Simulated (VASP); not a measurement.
# SnSe (I4/mmm) in VASP: notebook

The runs below take SnSe through single point, with LDA.

Program: VASP 6.6.1. These are calculated values, not measurements. Logs are shortened: lines on timing, memory, paths and dates and some standing lists are left out, and cuts for length are marked.

**1. The cell of the first run**

Symmetry: I4/mmm, No. 139, tetragonal system. Conventional cell: a = 4.167 Å, b = 4.167 Å, c = 5.996 Å, α = 90.00°, β = 90.00°, γ = 90.00°. Sn (site symmetry 4/mmm) has 6 Se at 2.95 to 3.00 Å within 3.9 Å. Within 3.9 Å of Se (site symmetry 4/mmm) lie 6 Sn at 2.95 to 3.00 Å.

**2. Single point, LDA (strain +0.0175 x Voigt [0, 1, 0, 0, 0, 0])**

Input file INCAR:

```
SYSTEM = SnSe
  PREC = Accurate
  ENCUT = 520
  EDIFF = 1E-7
  ISMEAR = 0
  SIGMA = 0.05
  LREAL = .FALSE.
  LASPH = .TRUE.
  NELM = 60
  ALGO = Normal
  ISIF = 2
  LWAVE = .FALSE.
  LCHARG = .FALSE.
  NBANDS = 17
```

Input file KPOINTS:

```
regular mesh
0
G
  8 8 8
  0 0 0
```

Input file POSCAR:

```
SnSe
1.0
    0.0000000000      2.9982141061      2.9466477701
    2.9466477701      0.0000000000      2.9466477701
    2.9466477701      2.9982141061      0.0000000000
Sn Se
1 1
Direct
    0.0000000000      0.0000000000      0.0000000000
    0.5000000000      0.5000000000      0.5000000000
```

Potentials or basis: VASP PAW LDA potentials, release 64 (Sn_d, Se).

On the command line:

```bash
$ cat potpaw_LDA.64/Sn_d/POTCAR potpaw_LDA.64/Se/POTCAR > POTCAR
$ mpirun -np 1 vasp_std > vasp.out
```

OUTCAR:

```text
SYSTEM = SnSe
   PREC = Accurate
   ENCUT = 520
   EDIFF = 1E-7
   ISMEAR = 0
   LREAL = .FALSE.
   LASPH = .TRUE.
   NELM = 60
   ISIF = 2

 ion  position               nearest neighbor table
   1  0.000  0.000  0.000-   2 2.95   2 2.95   2 2.95   2 2.95   2 3.00   2 3.00
   2  0.500  0.500  0.500-   1 2.95   1 2.95   1 2.95   1 2.95   1 3.00   1 3.00

  LATTYP: Found a body centered tetragonal cell.
 ALAT       =     4.1671892400
 C/A-ratio  =     1.4389622997

  Lattice vectors:

 A1 = (   0.0000000000,  -2.9982141061,   2.9466477701)
 A2 = (   0.0000000000,  -2.9982141061,  -2.9466477701)
 A3 = (   2.9466477701,   2.9982141061,   0.0000000000)

Analysis of symmetry for initial positions (statically):
=====================================================================
 Subroutine PRICEL returns:
 Original cell was already a primitive cell.

 Routine SETGRP: Setting up the symmetry group for a
 body centered tetragonal supercell.

 Subroutine GETGRP returns: Found 16 space group operations
 (whereof 16 operations were pure point group operations)
 out of a pool of 16 trial point group operations.

The static configuration has the point symmetry D_4h.

Analysis of symmetry for dynamics (positions and initial velocities):
=====================================================================
 Subroutine PRICEL returns:
 Original cell was already a primitive cell.

 Routine SETGRP: Setting up the symmetry group for a
 body centered tetragonal supercell.

 Subroutine GETGRP returns: Found 16 space group operations
 (whereof 16 operations were pure point group operations)
 out of a pool of 16 trial point group operations.

The dynamic configuration has the point symmetry D_4h.

 Subroutine INISYM returns: Found 16 space group operations
 (whereof 16 operations are pure point group operations),
 and found     1 'primitive' translations

----------------------------------------------------------------------------------------

                                     Primitive cell

  volume of cell :      52.0654

  direct lattice vectors                    reciprocal lattice vectors
     0.000000000  2.998214106  2.946647770    -0.169684346  0.166765942  0.169684346
     2.946647770  0.000000000  2.946647770     0.169684346 -0.166765942  0.169684346
     2.946647770  2.998214106  0.000000000     0.169684346  0.166765942 -0.169684346

  length of vectors
     4.203810284  4.167189240  4.203810284     0.292226683  0.292226683  0.292226683

  position of ions in fractional coordinates (direct lattice)
     0.000000000  0.000000000  0.000000000
     0.500000000  0.500000000  0.500000000

  ion indices of the primitive-cell ions
   primitive index   ion index
                 1           1
                 2           2

----------------------------------------------------------------------------------------

 KPOINTS: regular mesh

Automatic generation of k-mesh.
 Grid dimensions read from file:
 generate k-points for:    8    8    8

 Generating k-lattice:

  Cartesian coordinates                     Fractional coordinates (reciprocal lattice)
    -0.021210543  0.020845743  0.021210543     0.125000000  0.000000000  0.000000000
     0.021210543 -0.020845743  0.021210543    -0.000000000  0.125000000 -0.000000000
     0.021210543  0.020845743 -0.021210543     0.000000000  0.000000000  0.125000000

  Length of vectors
     0.036528335  0.036528335  0.036528335

  Shift w.r.t. Gamma in fractional coordinates (k-lattice)
     0.000000000  0.000000000  0.000000000

 Subroutine IBZKPT returns following result:
 ===========================================

 Found     59 irreducible k-points:

 Following reciprocal coordinates:
            Coordinates               Weight
  0.000000  0.000000  0.000000      1.000000
  0.125000  0.000000  0.000000      8.000000
  0.250000  0.000000  0.000000      8.000000
  0.375000  0.000000  0.000000      8.000000
  0.500000  0.000000  0.000000      4.000000
  0.125000  0.125000  0.000000      4.000000
[... 16 lines left out ...]
  0.250000  0.000000  0.125000      8.000000
  0.375000  0.000000  0.125000      8.000000
 [... further k-points ...]
   k-points           NKPTS =     59   k-points in BZ     NKDIM =     59   number of bands    NBANDS=     17
   number of dos      NEDOS =    301   number of ions     NIONS =      2
   total plane-waves  NPLWV =  32768
   dimension x,y,z NGX =    32 NGY =   32 NGZ =   32
   dimension x,y,z NGXF=    64 NGYF=   64 NGZF=   64
   ions per type =               1   1
   NGX,Y,Z   is equivalent  to a cutoff of  12.65, 12.77, 12.65 a.u.
   NGXF,Y,Z  is equivalent  to a cutoff of  25.31, 25.53, 25.31 a.u.
 SYSTEM =  SnSe
   PREC   = accura    normal or accurate (medium, high low for compatibility)
   ISTART =      0    job   : 0-new  1-cont  2-samecut
   ICHARG =      2    charge: 1-file 2-atom 10-const
   ISPIN  =      1    spin polarized calculation?
   LNONCOLLINEAR =      F non collinear calculations
   LSORBIT =      F    spin-orbit coupling
   LASPH  =      T    aspherical Exc in radial PAW
   ENCUT  =  520.0 eV  38.22 Ry    6.18 a.u.   7.82  7.75  7.82*2*pi/ulx,y,z
   NELM   =     60;   NELMIN=  2; NELMDL= -5     # of ELM steps
   EDIFF  = 0.1E-06   stopping-criterion for ELM
   LREAL  =      F    real-space projection
   EDIFFG = 0.1E-05   stopping-criterion for IOM
   NSW    =      0    number of steps for IOM
   IBRION =     -1    ionic relax: 0-MD 1-quasi-New 2-CG
   NFREE  =      0    steps in history (QN), initial steepest desc. (CG)
   ISIF   =      2    stress and relaxation
   ISYM   =      2    0-nonsym 1-usesym 2-fastsym
   POTIM  = 0.5000    time-step for ionic-motion
   TEBEG  =    0.0;   TEEND  =   0.0 temperature during run
   PSTRESS=    0.0 pullay stress
   NELECT =      20.0000    total number of electrons
   NUPDOWN=      -1.0000    fix difference up-down
   EMIN   =  10.00;   EMAX   =-10.00  energy-range for DOS
   EFERMI =   0.00;   METHOD = LEGACY
   ISMEAR =     0;   SIGMA  =   0.05  broadening in eV -4-tet -1-fermi 0-gaus
   EFERMI_NEDOS =   21; number of points for ismear=-14 and -15
   IALGO  =     38    algorithm
   IMIX   =      4    mixing-type and parameters
     AMIX     =   0.40;   BMIX     =  1.00
     AMIX_MAG =   1.60;   BMIX_MAG =  1.00
  volume/ion in A,a.u.               =      26.03       175.68
  Fermi-wavevector in a.u.,A,eV,Ry     =   1.190059  2.248885 19.269118  1.416240
  Thomas-Fermi vector in A             =   2.326152
   LORBIT       =      0    0 simple, 1 ext, 2 COOP (PROOUT), +10 PAW based schemes
   GGA     = CA    functional components
   LHFCALC =     F    Hartree Fock is set to
   AEXX    =    0.0000 exact exchange contribution
   IVDW    =     0    specifies the selected vdW correction
   LEPSILON=     F    determine dielectric tensor
   LRPA    =     F    only Hartree local field effects (RPA)
 non-spin polarized calculation
 Gauss-broadening in eV      SIGMA  =   0.05
  energy-cutoff  :      520.00
  volume of cell :       52.07
 maximum number of plane-waves:      1419
   NGX = 15   NGY = 15   NGZ = 15

 number of electron      20.0000006 magnetization

 Free energy of the ion-electron system (eV)
  ---------------------------------------------------
  ext. energy  EPLUGINS =         0.00000000
  ---------------------------------------------------
  free energy    TOTEN  =        -9.50326321 eV

  energy without entropy =       -9.50326321  energy(sigma->0) =       -9.50326321

 E-fermi :   6.0433     XC(G=0): -10.0892

 val. band max:        5.8267372943   @ k =   0.5000   0.0000   0.0000
 cond. band min:       6.5784860667   @ k =  -0.3750   0.1250   0.0000
 fundamental gap:      0.7517487724
 Fermi energy:         6.0432580311

 k-point     1 :       0.0000    0.0000    0.0000
  band No.  band energies     occupation
      1     -15.5394      2.00000
      2     -15.5331      2.00000
      3     -15.5331      2.00000
      4     -15.5327      2.00000
      5     -15.5291      2.00000
      6      -8.2364      2.00000
[... 9 lines left out ...]
     16      11.8149      0.00000
     17      14.0206      0.00000

 k-point     2 :       0.1250    0.0000    0.0000
  band No.  band energies     occupation
      1     -15.5402      2.00000
      2     -15.5343      2.00000
      3     -15.5324      2.00000
      4     -15.5308      2.00000
      5     -15.5275      2.00000
      6      -8.1168      2.00000
[... 9 lines left out ...]
     16      12.1911      0.00000
     17      15.0777      0.00000

 k-point     3 :       0.2500    0.0000    0.0000
  band No.  band energies     occupation
      1     -15.5431      2.00000
      2     -15.5382      2.00000
      3     -15.5309      2.00000
      4     -15.5254      2.00000
      5     -15.5223      2.00000
      6      -7.7920      2.00000
[... 9 lines left out ...]
     16      13.1589      0.00000
     17      17.2088      0.00000

 k-point     4 :       0.3750    0.0000    0.0000
  band No.  band energies     occupation
      1     -15.5463      2.00000
      2     -15.5420      2.00000
      3     -15.5299      2.00000
      4     -15.5200      2.00000
      5     -15.5166      2.00000
      6      -7.3928      2.00000
[... 9 lines left out ...]
     16      14.6915      0.00000
     17      17.5620      0.00000
[... 343 lines left out ...]
      1     -15.5432      2.00000
      2     -15.5314      2.00000
      3     -15.5303      2.00000
      4     -15.5301      2.00000
      5     -15.5301      2.00000
      6      -8.0818      2.00000
[... 9 lines left out ...]
     16      12.8737      0.00000
     17      14.5496      0.00000

 k-point    23 :       0.2500    0.0000    0.1250
  band No.  band energies     occupation
      1     -15.5472      2.00000
      2     -15.5332      2.00000
      3     -15.5302      2.00000
      4     -15.5263      2.00000
      5     -15.5246      2.00000
      6      -7.8287      2.00000
[... 9 lines left out ...]
     16      13.8344      0.00000
     17      15.8791      0.00000

 k-point    24 :       0.3750    0.0000    0.1250
  band No.  band energies     occupation
      1     -15.5504      2.00000
      2     -15.5370      2.00000
      3     -15.5286      2.00000
      4     -15.5217      2.00000
      5     -15.5192      2.00000
      6      -7.4490      2.00000
[... 9 lines left out ...]
     16      15.2366      0.00000
     17      17.5600      0.00000

 [... further k-points ...]
[... 5 lines left out ...]
  --------------------------------------------------------------------------------------
  -------------------------------------------------------------------------------------
  Total       -0.0408542     -0.7818106     -0.0408542      0.0000000      0.0000000      0.0000000
  in kB       -1.2571821    -24.0581948     -1.2571821      0.0000000      0.0000000      0.0000000
  external PRESSURE =      -8.8575197 kB  Pullay stress =       0.0000000 kB

 VOLUME and BASIS-vectors are now :
 -----------------------------------------------------------------------------
  energy-cutoff  :      520.00
  volume of cell :       52.07
      direct lattice vectors                 reciprocal lattice vectors
     0.000000000  2.998214106  2.946647770    -0.169684346  0.166765942  0.169684346
     2.946647770  0.000000000  2.946647770     0.169684346 -0.166765942  0.169684346
     2.946647770  2.998214106  0.000000000     0.169684346  0.166765942 -0.169684346

 POSITION                                       TOTAL-FORCE (eV/Angst)
 -----------------------------------------------------------------------------------
      0.00000      0.00000      0.00000        -0.000000      0.000000     -0.000000
      2.94665      2.99821      2.94665         0.000000     -0.000000      0.000000
 -----------------------------------------------------------------------------------
    total drift:                                0.000000     -0.000000     -0.000000

  FREE ENERGIE OF THE ION-ELECTRON SYSTEM (eV)
  ---------------------------------------------------
  free  energy   TOTEN  =        -9.5032632116 eV

  energy  without entropy=       -9.5032632116  energy(sigma->0) =       -9.50326321
```

Wall time 22 s (1 thread of AMD EPYC 9R45 (Zen 5), shared host); peak memory 0.15 GiB.

Results:

```
Free energy            : -9.5033 eV
Pressure               : -0.9 GPa
Band gap on the k mesh : 0.75 eV, indirect (least direct gap 0.84 eV)
```

Stress tensor (GPa, compression positive):
```
-0.13  0.00  0.00
 0.00 -2.41  0.00
 0.00  0.00 -0.13
```

Levels at points of the mesh, in eV from the valence-band top:
| k point | band 7 | band 8 | band 9 | band 10 | band 11 | band 12 | band 13 | band 14 |
| --- | --- | --- | --- | --- | --- | --- | --- | --- |
| (0.00, 0.00, 0.00) | -4.90 | -2.23 | -2.23 | -2.06 | 4.25 | 4.67 | 4.67 | 5.86 |
| (0.50, 0.00, 0.00) | -8.22 | -1.92 | -1.88 | 0.00 | 0.84 | 1.24 | 1.34 | 8.42 |
| (0.50, 0.50, 0.00) | -6.01 | -5.68 | -3.83 | -3.63 | 2.94 | 5.40 | 5.84 | 6.39 |
| (0.50, 0.00, 0.50) | -5.93 | -5.65 | -3.69 | -3.69 | 3.00 | 5.71 | 5.71 | 6.15 |

Caveat: the cell differs from its parent crystal (strain +0.0175 x Voigt [0, 1, 0, 0, 0, 0]); spin-orbit coupling is left out, which moves the levels of the heavy elements. A k mesh can miss the band edges.

[end of part 1 of 2]
